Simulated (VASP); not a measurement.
# Cr (P6_3/mmc) in VASP: further runs

Runs on Cr. Level: PBEsol. Tasks: single point.

All numbers are computed with VASP 6.6.1; they aren't measurements. Logs are shortened: lines on timing, memory, paths and dates and some standing lists are left out, and cuts for length are marked.

## 1. The cell of the first run

Symmetry: P6_3/mmc, No. 194, hexagonal system. Conventional cell: a = 2.370 Å, b = 2.370 Å, c = 8.309 Å, α = 90.00°, β = 90.00°, γ = 120.00°. Cr (site symmetry -3m) has 12 Cr at 2.37 to 2.49 Å within 3.1 Å. Cr (site symmetry -6m2) has 12 Cr at 2.37 to 2.49 Å within 3.1 Å.

## 2. Single point, PBEsol (volume scaled by 0.88)

File INCAR:

```
ALGO = Normal
EDIFF = 1E-6
ENCUT = 520
GGA = PS
ISIF = 2
ISMEAR = -1
LASPH = True
LCHARG = True
LELF = True
LREAL = False
LVHAR = True
LWAVE = False
NBANDS = 32
NELM = 100
PREC = Accurate
SIGMA = 0.1
```

File KPOINTS:

```
k-points
0
Gamma
  16 16 4
```

File POSCAR:

```
Cr
1.0
    2.3699018440      0.0000000000      0.0000000000
   -1.1849509220      2.0523952014      0.0000000000
    0.0000000000      0.0000000000      8.3090770576
Cr
4
Direct
    1.0000000000      0.0000000000      0.0000000000
    1.0000000000      0.0000000000      0.5000000000
    0.3333333333      0.6666666667      0.2500000000
    0.6666666667      0.3333333333      0.7500000000
```

Potentials or basis: VASP PAW PBE potentials, release 64 (Cr_pv).

The run is started by

```console
> cat potpaw_PBE.64/Cr_pv/POTCAR > POTCAR
> mpirun -np 1 vasp_std > vasp.out
```

OUTCAR:

```text
EDIFF = 1E-6
   ENCUT = 520
   GGA = PS
   ISIF = 2
   ISMEAR = -1
   LASPH = True
   LREAL = False
   NELM = 100
   PREC = Accurate

 ion  position               nearest neighbor table
   1  0.000  0.000  0.000-   3 2.49   4 2.49   4 2.49   3 2.49   4 2.49   3 2.49
   2  0.000  0.000  0.500-   3 2.49   4 2.49   4 2.49   3 2.49   4 2.49   3 2.49
   3  0.333  0.667  0.250-   1 2.49   2 2.49   1 2.49   2 2.49   1 2.49   2 2.49
   4  0.667  0.333  0.750-   1 2.49   2 2.49   1 2.49   2 2.49   1 2.49   2 2.49

  LATTYP: Found a hexagonal cell.
 ALAT       =     2.3699018440
 C/A-ratio  =     3.5060848949

  Lattice vectors:

 A1 = (   2.3699018440,   0.0000000000,   0.0000000000)
 A2 = (  -1.1849509220,   2.0523952014,   0.0000000000)
 A3 = (   0.0000000000,   0.0000000000,   8.3090770576)

Analysis of symmetry for initial positions (statically):
=====================================================================
 Subroutine PRICEL returns:
 Original cell was already a primitive cell.

 Routine SETGRP: Setting up the symmetry group for a
 hexagonal supercell.

 Subroutine GETGRP returns: Found 24 space group operations
 (whereof 12 operations were pure point group operations)
 out of a pool of 24 trial point group operations.

The static configuration has the point symmetry D_3d.
 The point group associated with its full space group is D_6h.

Analysis of symmetry for dynamics (positions and initial velocities):
=====================================================================
 Subroutine PRICEL returns:
 Original cell was already a primitive cell.

 Routine SETGRP: Setting up the symmetry group for a
 hexagonal supercell.

 Subroutine GETGRP returns: Found 24 space group operations
 (whereof 12 operations were pure point group operations)
 out of a pool of 24 trial point group operations.

The dynamic configuration has the point symmetry D_3d.
 The point group associated with its full space group is D_6h.

 Subroutine INISYM returns: Found 24 space group operations
 (whereof 12 operations are pure point group operations),
 and found     1 'primitive' translations

----------------------------------------------------------------------------------------

                                     Primitive cell

  volume of cell :      40.4151

  direct lattice vectors                    reciprocal lattice vectors
     2.369901844  0.000000000  0.000000000     0.421958404  0.243617798  0.000000000
[... 84 lines left out ...]
   ISPIN  =      1    spin polarized calculation?
   LNONCOLLINEAR =      F non collinear calculations
   LSORBIT =      F    spin-orbit coupling
   LASPH  =      T    aspherical Exc in radial PAW
   ENCUT  =  520.0 eV  38.22 Ry    6.18 a.u.   4.41  4.41 15.45*2*pi/ulx,y,z
   NELM   =    100;   NELMIN=  2; NELMDL= -5     # of ELM steps
   EDIFF  = 0.1E-05   stopping-criterion for ELM
   LREAL  =      F    real-space projection
   EDIFFG = 0.1E-04   stopping-criterion for IOM
   NSW    =      0    number of steps for IOM
   IBRION =     -1    ionic relax: 0-MD 1-quasi-New 2-CG
   NFREE  =      0    steps in history (QN), initial steepest desc. (CG)
   ISIF   =      2    stress and relaxation
   ISYM   =      2    0-nonsym 1-usesym 2-fastsym
   POTIM  = 0.5000    time-step for ionic-motion
   TEBEG  =    0.0;   TEEND  =   0.0 temperature during run
   PSTRESS=    0.0 pullay stress
   NELECT =      48.0000    total number of electrons
   NUPDOWN=      -1.0000    fix difference up-down
   EMIN   =  10.00;   EMAX   =-10.00  energy-range for DOS
   EFERMI =   0.00;   METHOD = LEGACY
   ISMEAR =    -1;   SIGMA  =   0.10  broadening in eV -4-tet -1-fermi 0-gaus
   EFERMI_NEDOS =   21; number of points for ismear=-14 and -15
   IALGO  =     38    algorithm
   IMIX   =      4    mixing-type and parameters
     AMIX     =   0.40;   BMIX     =  1.00
     AMIX_MAG =   1.60;   BMIX_MAG =  1.00
  volume/ion in A,a.u.               =      10.10        68.18
  Fermi-wavevector in a.u.,A,eV,Ry     =   1.733700  3.276217 40.895229  3.005715
  Thomas-Fermi vector in A             =   2.807636
   LORBIT       =      0    0 simple, 1 ext, 2 COOP (PROOUT), +10 PAW based schemes
   GGA     = PS    functional components
   LHFCALC =     F    Hartree Fock is set to
   AEXX    =    0.0000 exact exchange contribution
   IVDW    =     0    specifies the selected vdW correction
   LEPSILON=     F    determine dielectric tensor
   LRPA    =     F    only Hartree local field effects (RPA)
 non-spin polarized calculation
  energy-cutoff  :      520.00
  volume of cell :       40.42
 maximum number of plane-waves:      1129
 NGX is ok and might be reduce to    18
   NGX =  9   NGY =  9   NGZ = 31

 number of electron      48.0000003 magnetization

 Free energy of the ion-electron system (eV)
  ---------------------------------------------------
  ext. energy  EPLUGINS =         0.00000000
  ---------------------------------------------------
  free energy    TOTEN  =       -38.79860275 eV

  energy without entropy =      -38.61702660  energy(sigma->0) =      -38.70781467

 E-fermi :  12.6360     XC(G=0): -14.6165

 val. band max:       12.6271719685   @ k =   0.2500   0.2500   0.0000
 cond. band min:      12.6368282358   @ k =   0.3125   0.0625   0.2500
 fundamental gap:      0.0096562673
 Fermi energy:        12.6360067035

 k-point     1 :       0.0000    0.0000    0.0000
  band No.  band energies     occupation
      1     -30.7037      2.00000
      2     -30.1157      2.00000
      3     -30.1067      2.00000
      4     -29.4875      2.00000
      5     -29.3790      2.00000
      6     -29.3790      2.00000
[... 829 lines left out ...]
     31      15.7111      0.00000
     32      15.7718      0.00000

 [... further k-points ...]
[... 5 lines left out ...]
  --------------------------------------------------------------------------------------
  -------------------------------------------------------------------------------------
  Total       10.9758961     10.9758961     10.0303514     -0.0000000      0.0000000     -0.0000000
  in kB      435.1173819    435.1173819    397.6331592     -0.0000000      0.0000000     -0.0000000
  external PRESSURE =     422.6226410 kB  Pullay stress =       0.0000000 kB

 VOLUME and BASIS-vectors are now :
 -----------------------------------------------------------------------------
  energy-cutoff  :      520.00
  volume of cell :       40.42
      direct lattice vectors                 reciprocal lattice vectors
     2.369901844  0.000000000  0.000000000     0.421958404  0.243617798  0.000000000
    -1.184950922  2.052395201  0.000000000     0.000000000  0.487235596  0.000000000
     0.000000000  0.000000000  8.309077058     0.000000000  0.000000000  0.120350310

 POSITION                                       TOTAL-FORCE (eV/Angst)
 -----------------------------------------------------------------------------------
      0.00000      0.00000      0.00000        -0.000000      0.000000     -0.000000
      0.00000      0.00000      4.15454         0.000000      0.000000     -0.000000
     -0.00000      1.36826      2.07727         0.000000      0.000000     -0.000000
      1.18495      0.68413      6.23181        -0.000000      0.000000      0.000000
 -----------------------------------------------------------------------------------
    total drift:                                0.000000     -0.000000      0.000000

  FREE ENERGIE OF THE ION-ELECTRON SYSTEM (eV)
  ---------------------------------------------------
  free  energy   TOTEN  =       -38.7986027489 eV

  energy  without entropy=      -38.6170265972  energy(sigma->0) =      -38.70781467
```

OSZICAR:

```text
N       E                     dE             d eps       ncg     rms          rms(c)
DAV:   1     0.591397944627E+03    0.59140E+03   -0.26315E+04  5776   0.192E+03
DAV:   2    -0.139635613869E+02   -0.60536E+03   -0.58273E+03  5864   0.567E+02
DAV:   3    -0.438980183902E+02   -0.29934E+02   -0.28292E+02  7288   0.145E+02
DAV:   4    -0.446098978584E+02   -0.71188E+00   -0.70555E+00  6504   0.217E+01
DAV:   5    -0.446327218894E+02   -0.22824E-01   -0.22818E-01  7744   0.356E+00    0.315E+01
DAV:   6    -0.389360650891E+02    0.56967E+01   -0.27890E+01  6136   0.479E+01    0.309E+00
DAV:   7    -0.389101576578E+02    0.25907E-01   -0.75052E-01  7224   0.972E+00    0.320E+00
DAV:   8    -0.388625895683E+02    0.47568E-01   -0.55959E-01  7448   0.973E+00    0.222E+00
DAV:   9    -0.387990162331E+02    0.63573E-01   -0.10444E-01  7288   0.433E+00    0.308E-01
DAV:  10    -0.387987036313E+02    0.31260E-03   -0.87418E-03  6728   0.877E-01    0.140E-01
DAV:  11    -0.387986345612E+02    0.69070E-04   -0.81419E-04  7688   0.235E-01    0.100E-01
DAV:  12    -0.387986093448E+02    0.25216E-04   -0.14437E-04  7616   0.159E-01    0.214E-02
DAV:  13    -0.387986041266E+02    0.52182E-05   -0.15502E-05  7448   0.553E-02    0.803E-03
DAV:  14    -0.387986023337E+02    0.17929E-05   -0.79660E-07  3104   0.121E-02    0.223E-03
DAV:  15    -0.387986027489E+02   -0.41518E-06   -0.27247E-07  2912   0.468E-03
   1 F= -.38798603E+02 E0= -.38707815E+02  d E =-.181576E+00
```

Wall time 2.4 min (1 thread of Intel Xeon 6975P-C, shared host); peak memory 0.21 GiB.

Results:

```yaml
Free_energy: -38.7986 eV
Pressure: 42.3 GPa
Band_gap_on_the_k_mesh: zero (band 24 reaches 13.72 eV, above the bottom of band 25 at 12.27 eV)
```

Levels at points of the mesh, in eV from the Fermi level:
| k point | band 20 | band 21 | band 22 | band 23 | band 24 | band 25 | band 26 | band 27 | band 28 | band 29 |
| --- | --- | --- | --- | --- | --- | --- | --- | --- | --- | --- |
| (0.00, 0.00, 0.00) | -0.63 | -0.63 | -0.51 | -0.51 | -0.29 | -0.29 | -0.15 | -0.15 | 0.28 | 1.36 |
| (0.50, 0.00, 0.00) | -1.84 | -0.74 | -0.39 | -0.27 | 1.07 | 1.07 | 2.32 | 2.92 | 2.93 | 3.29 |
| (0.00, 0.00, 0.50) | -0.89 | -0.53 | -0.53 | -0.53 | -0.53 | -0.28 | -0.28 | -0.28 | -0.28 | 1.59 |
| (0.50, 0.00, 0.50) | -1.96 | 0.01 | 0.01 | 0.31 | 0.31 | 0.93 | 0.93 | 2.33 | 2.33 | 3.47 |

Caveat: the PAW data sets were made with another functional, which shifts forces and pressure a little; the run has no spin polarisation, though such a crystal can be magnetic.

## 3. Single point, PBEsol (volume scaled by 0.92)

File INCAR:

```
SYSTEM = Cr
PREC = Accurate ; ENCUT = 520
EDIFF = 1E-6 ; ISMEAR = -1
SIGMA = 0.1 ; LREAL = .FALSE.
LASPH = .TRUE. ; NELM = 80
ALGO = Normal ; ISIF = 2
LWAVE = .FALSE. ; LCHARG = .TRUE.
GGA = PS ; LELF = .TRUE.
LVHAR = .TRUE. ; NBANDS = 32
```

File KPOINTS:

```
regular mesh
0
G
  16 16 4
  0 0 0
```

File POSCAR:

```
Cr
1.0
    2.4052787290      0.0000000000      0.0000000000
   -1.2026393645      2.0830324825      0.0000000000
    0.0000000000      0.0000000000      8.4331114195
Cr
4
Direct
    1.0000000000      0.0000000000      0.0000000000
    1.0000000000      0.0000000000      0.5000000000
    0.3333333333      0.6666666667      0.2500000000
    0.6666666667      0.3333333333      0.7500000000
```

Potentials or basis: VASP PAW PBE potentials, release 64 (Cr_pv).

The run is started by

```console
> cat potpaw_PBE.64/Cr_pv/POTCAR > POTCAR
> mpirun -np 1 vasp_std > vasp.out
```

It took 2.4 min on 1 thread of Intel Xeon 6975P-C, shared host; peak memory 0.21 GiB.

Results (log left out):

```
Free energy            : -39.1812 eV
Pressure               : 24.9 GPa
Band gap on the k mesh : zero (band 24 reaches 12.98 eV, above the bottom of band 25 at 11.60 eV)
```

Stress tensor (GPa, compression positive):
```
25.63  0.00  0.00
 0.00 25.63  0.00
 0.00  0.00 23.42
```

Levels at points of the mesh, in eV from the Fermi level:
```tsv
k point	band 21	band 22	band 23	band 24	band 25	band 26	band 27	band 28
(0.00, 0.00, 0.00)	-0.57	-0.46	-0.46	-0.26	-0.26	-0.12	-0.12	0.17
(0.50, 0.00, 0.00)	-0.75	-0.34	-0.27	1.03	1.03	2.14	2.76	2.76
(0.00, 0.00, 0.50)	-0.48	-0.48	-0.48	-0.48	-0.25	-0.25	-0.25	-0.25
(0.50, 0.00, 0.50)	0.03	0.03	0.25	0.25	0.85	0.85	2.20	2.20
```

Caveat: the PAW data sets were made with another functional, which shifts forces and pressure a little; the run has no spin polarisation, though such a crystal can be magnetic. Spin polarisation is off, so any magnetic state and its effect on volume and gap are missing.

## 4. Single point, PBEsol (volume scaled by 0.96)

File INCAR:

```
SYSTEM = Cr
PREC = Accurate
ENCUT = 520
EDIFF = 1E-6
ISMEAR = -1
SIGMA = 0.1
LREAL = .FALSE.
LASPH = .TRUE.
NELM = 100
ALGO = Normal
ISIF = 2
LWAVE = .FALSE.
LCHARG = .TRUE.
GGA = PS
LELF = .TRUE.
LVHAR = .TRUE.
NBANDS = 32
```

File KPOINTS:

```
Automatic mesh
0
G
  16 16 4
  0 0 0
```

File POSCAR:

```
Cr
1.0
    2.4396444967      0.0000000000      0.0000000000
   -1.2198222483      2.1127941103      0.0000000000
    0.0000000000      0.0000000000      8.5536007185
Cr
4
Direct
    1.0000000000      0.0000000000      0.0000000000
    1.0000000000      0.0000000000      0.5000000000
    0.3333333333      0.6666666667      0.2500000000
    0.6666666667      0.3333333333      0.7500000000
```

The run is started by

```console
> cat potpaw_PBE.64/Cr_pv/POTCAR > POTCAR
> mpirun -np 1 vasp_std > vasp.out
```

It took 2.2 min on 1 thread of Intel Xeon 6975P-C, shared host; peak memory 0.22 GiB.

It converged, with:

- Free energy: -39.3848 eV
- Pressure: 10.9 GPa
- Band gap on the k mesh: zero (band 24 reaches 12.30 eV, above the bottom of band 25 at 10.98 eV)

Stress tensor (GPa, compression positive):
```
11.27  0.00  0.00
 0.00 11.27  0.00
 0.00  0.00 10.28
```

Levels at points of the mesh, in eV from the Fermi level:
```
           k point  band 22  band 23  band 24  band 25  band 26  band 27
(0.00, 0.00, 0.00)    -0.42    -0.42    -0.23    -0.23    -0.10    -0.10
(0.50, 0.00, 0.00)    -0.31    -0.27     0.98     0.98     1.98     2.60
(0.00, 0.00, 0.50)    -0.44    -0.44    -0.44    -0.22    -0.22    -0.22
(0.50, 0.00, 0.50)     0.05     0.20     0.20     0.78     0.78     2.08
```

Caveat: the PAW data sets were made with another functional, which shifts forces and pressure a little; the run has no spin polarisation, though such a crystal can be magnetic.

## 5. Summary

```csv
cell,gap on the mesh (eV),pressure (GPa)
"a = 2.370, b = 2.370, c = 8.309 Å, angles 90.0, 90.0, 120.0°, 4 atoms",none,42.3
"a = 2.405, b = 2.405, c = 8.433 Å, angles 90.0, 90.0, 120.0°, 4 atoms",none,24.9
"a = 2.440, b = 2.440, c = 8.554 Å, angles 90.0, 90.0, 120.0°, 4 atoms",none,10.9
```

Alike in all rows: task single point; level PBEsol; potentials or basis VASP PAW PBE potentials, release 64 (Cr_pv); no spin polarisation; k mesh 16 × 16 × 4; cutoff (eV) 520; smearing fermi-dirac 0.1 eV.

Caveats: the PAW data sets were made with another functional, which shifts forces and pressure a little; the run has no spin polarisation, though such a crystal can be magnetic.

Total energies depend on the potentials used, so only differences within one code and one set of settings carry meaning.
